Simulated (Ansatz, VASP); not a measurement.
Ti in VASP and in Ansatz

```
CELL_PARAMETERS angstrom
2.93908 0.00000 0.00000
-1.46954 2.54531 0.00000
0.00000 0.00000 4.65599
ATOMIC_POSITIONS crystal
Ti 0.33333 0.66667 0.25000
Ti 0.66667 0.33333 0.75000
```

Alike in both runs: task single point; functional PBE; k mesh 12 × 12 × 7; occupations fermi-dirac, width 0.03 eV; no spin polarisation.

|  | VASP | Ansatz |
| --- | --- | --- |
| version | VASP 6.6.1 | Ansatz 0.2.0 |
| potentials or method | VASP PAW PBE potentials, release 64 (Ti_sv), cutoff 520 eV | plane waves (420 eV) with PAW, scalar-relativistic |
| valence electrons in the cell | 24 | 24 |

Ansatz gave:

```
pressure (GPa)                                                : -0.1
traceless stress, the component that is largest in VASP (GPa) : -0.12
```

Task: Which values does VASP return?

Result: Pressure (GPa): -0.3; traceless stress, the component that is largest in VASP (GPa): -0.12.
